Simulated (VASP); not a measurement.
# ZnS (R3m) in VASP: further runs, part 2 of 2

VASP 6.6.1.

## (4) Single point, PBEsol

This run uses another cell than the first one, of 20.08 Å³/atom.

Contents of INCAR:

```
PREC = Accurate
ENCUT = 520
EDIFF = 1E-6
ISMEAR = 1
SIGMA = 0.01
LREAL = F
LASPH = T
NELM = 100
ALGO = Normal
ISIF = 2
LWAVE = F
LCHARG = T
GGA = PS
LELF = T
LVHAR = T
NBANDS = 36
```

Contents of KPOINTS:

```
regular mesh
0
Gamma
  6 6 6
```

Contents of POSCAR:

```
ZnS
1.0
    1.9198392111      1.1084196857      9.4343480919
   -1.9198392111      1.1084196857      9.4343480919
    0.0000000000     -2.2168393715      9.4343480919
Zn S
3 3
Direct
    0.9999711400      0.9999711400      0.9999711400
    0.2222694100      0.2222694100      0.2222694100
    0.4446134400      0.4446134400      0.4446134400
    0.0832671700      0.0832671700      0.0832671700
    0.5278423000      0.5278423000      0.5278423000
    0.3053625400      0.3053625400      0.3053625400
```

Command:

```
cat potpaw_PBE.64/Zn/POTCAR potpaw_PBE.64/S/POTCAR > POTCAR
mpirun -np 1 vasp_std > vasp.out
```

Wall time 9.8 min (1 thread of Intel Xeon 6975P-C (Granite Rapids), shared host); peak memory 0.71 GiB.

Results (log left out):

| Item | Value |
| --- | --- |
| Free energy | -22.7069 eV |
| Pressure | -2.9 GPa |
| Largest force | 0.015 eV/Å |
| Band gap on the k mesh | 1.95 eV |

Forces on the atoms (eV/Å):
```
Zn   0.000  0.000 -0.003
Zn   0.000  0.000 -0.003
Zn   0.000  0.000 -0.015
S    0.000  0.000  0.008
S    0.000  0.000  0.003
S    0.000  0.000  0.011
```

Levels at points of the mesh, in eV from the valence-band top:
```
           k point  band 24  band 25  band 26  band 27  band 28  band 29  band 30  band 31
(0.00, 0.00, 0.00)    -0.67    -0.06     0.00     0.00     1.95     3.16     3.30     6.25
(0.50, 0.00, 0.00)    -1.90    -1.88    -1.27    -0.86     3.20     3.77     3.92     4.76
(0.50, 0.50, 0.00)    -1.84    -1.25    -1.24    -1.23     3.20     3.53     4.13     4.82
(0.50, 0.50, 0.50)    -0.24    -0.24    -0.23    -0.23     3.01     3.08     3.22     6.14
```

Caveat: the PAW data sets were made with another functional, which shifts forces and pressure a little.

## (5) Single point, PBEsol

This run uses another cell than the first one, of 20.60 Å³/atom.

Contents of INCAR:

```
PREC = Accurate
ENCUT = 520
EDIFF = 1E-6
ISMEAR = 1
SIGMA = 0.01
LREAL = F
LASPH = T
NELM = 60
ALGO = Normal
ISIF = 2
LWAVE = F
LCHARG = F
GGA = PS
NBANDS = 36
```

Contents of KPOINTS:

```
Automatic mesh
0
Gamma
  6 6 6
```

Edit POSCAR of step 4 so:

```diff
@@ -2,5 +2,5 @@
 1.0
-    1.9198392111      1.1084196857      9.4343480919
-   -1.9198392111      1.1084196857      9.4343480919
-    0.0000000000     -2.2168393715      9.4343480919
+    1.9363193237      1.1179344832      9.5153335817
+   -1.9363193237      1.1179344832      9.5153335817
+    0.0000000000     -2.2358689664      9.5153335817
 Zn S
```

Command:

```
cat potpaw_PBE.64/Zn/POTCAR potpaw_PBE.64/S/POTCAR > POTCAR
mpirun -np 1 vasp_std > vasp.out
```

It took 12 min on 1 thread of Intel Xeon 6975P-C (Granite Rapids), shared host; peak memory 0.89 GiB.

Results (log left out):

```
Free energy            : -22.6345 eV
Pressure               : -4.5 GPa
Largest force          : 0.019 eV/Å
Band gap on the k mesh : 1.83 eV
```

Forces on the atoms (eV/Å):
```
Zn   0.000  0.000 -0.005
Zn   0.000  0.000 -0.007
Zn   0.000  0.000 -0.019
S    0.000  0.000  0.012
S    0.000  0.000  0.005
S    0.000  0.000  0.013
```

Levels at points of the mesh, in eV from the valence-band top:
```
           k point  band 23  band 24  band 25  band 26  band 27  band 28  band 29  band 30  band 31  band 32
(0.00, 0.00, 0.00)    -0.64    -0.64    -0.05     0.00     0.00     1.83     3.10     3.24     6.27     6.27
(0.50, 0.00, 0.00)    -2.03    -1.82    -1.81    -1.22    -0.82     3.20     3.76     3.91     4.74     5.19
(0.50, 0.50, 0.00)    -2.10    -1.77    -1.20    -1.19    -1.18     3.18     3.55     4.10     4.79     5.72
(0.50, 0.50, 0.50)    -0.83    -0.23    -0.23    -0.22    -0.22     2.97     2.98     3.11     6.13     6.20
```

Caveat: the cell stands under tension; the PAW data sets were made with another functional, which shifts forces and pressure a little. A k mesh can miss the band edges.

## (6) Single point, PBEsol

This run uses another cell than the first one, of 21.12 Å³/atom.

Contents of INCAR:

```
SYSTEM = ZnS
  PREC = Accurate
  ENCUT = 520
  EDIFF = 1E-6
  ISMEAR = 1
  SIGMA = 0.01
  LREAL = .False.
  LASPH = .True.
  NELM = 80
  ALGO = Normal
  ISIF = 2
  LWAVE = .False.
  LCHARG = .False.
  GGA = PS
  NBANDS = 36
```

Contents of KPOINTS:

```
Automatic mesh
0
Gamma
  6 6 6
  0 0 0
```

Edit POSCAR of step 5 so:

```diff
@@ -2,5 +2,5 @@
 1.0
-    1.9363193237      1.1179344832      9.5153335817
-   -1.9363193237      1.1179344832      9.5153335817
-    0.0000000000     -2.2358689664      9.5153335817
+    1.9525235861      1.1272900184      9.5949635063
+   -1.9525235861      1.1272900184      9.5949635063
+    0.0000000000     -2.2545800369      9.5949635063
 Zn S
```

Potentials or basis: VASP PAW PBE potentials, release 64 (Zn, S).

Command:

```
cat potpaw_PBE.64/Zn/POTCAR potpaw_PBE.64/S/POTCAR > POTCAR
mpirun -np 1 vasp_std > vasp.out
```

It took 11 min on 1 thread of Intel Xeon 6975P-C (Granite Rapids), shared host; peak memory 0.89 GiB.

It converged, with:

* Free energy: -22.5336 eV
* Pressure: -5.9 GPa
* Largest force: 0.022 eV/Å
* Band gap on the k mesh: 1.73 eV

Forces on the atoms (eV/Å):
```
Zn   0.000  0.000 -0.007
Zn   0.000  0.000 -0.010
Zn   0.000  0.000 -0.022
S    0.000  0.000  0.016
S    0.000  0.000  0.007
S    0.000  0.000  0.016
```

Stress tensor (GPa, compression positive):
```
-5.85  0.00  0.00
 0.00 -5.85  0.00
 0.00  0.00 -5.93
```

Levels at points of the mesh, in eV from the valence-band top:
```csv
k point,band 25,band 26,band 27,band 28,band 29,band 30
"(0.00, 0.00, 0.00)",-0.05,0.00,0.00,1.73,3.05,3.19
"(0.50, 0.00, 0.00)",-1.73,-1.17,-0.79,3.19,3.74,3.90
"(0.50, 0.50, 0.00)",-1.15,-1.14,-1.13,3.17,3.56,4.06
"(0.50, 0.50, 0.50)",-0.22,-0.21,-0.21,2.89,2.92,3.01
```

Caveat: the cell stands under tension; the PAW data sets were made with another functional, which shifts forces and pressure a little.

## (7) Overview

| cell | gap on the mesh (eV) | pressure (GPa) | largest force (eV/Å) |
| --- | --- | --- | --- |
| a = 9.520 Å, angles 22.9°, 6 atoms | 2.18 | 1.0 | 0.01 |
| a = 9.607 Å, angles 22.9°, 6 atoms | 2.06 | -1.1 | 0.01 |
| a = 9.691 Å, angles 22.9°, 6 atoms | 1.95 | -2.9 | 0.02 |
| a = 9.774 Å, angles 22.9°, 6 atoms | 1.83 | -4.5 | 0.02 |
| a = 9.856 Å, angles 22.9°, 6 atoms | 1.73 | -5.9 | 0.02 |

Alike in all rows: task single point; level PBEsol; potentials or basis VASP PAW PBE potentials, release 64 (Zn, S); no spin polarisation; k mesh 6 × 6 × 6; cutoff (eV) 520; smearing methfessel-paxton 0.01 eV.

Caveats: the PAW data sets were made with another functional, which shifts forces and pressure a little; the cell stands under tension (at least some runs).

Total energies depend on the potentials used, so only differences within one code and one set of settings carry meaning.
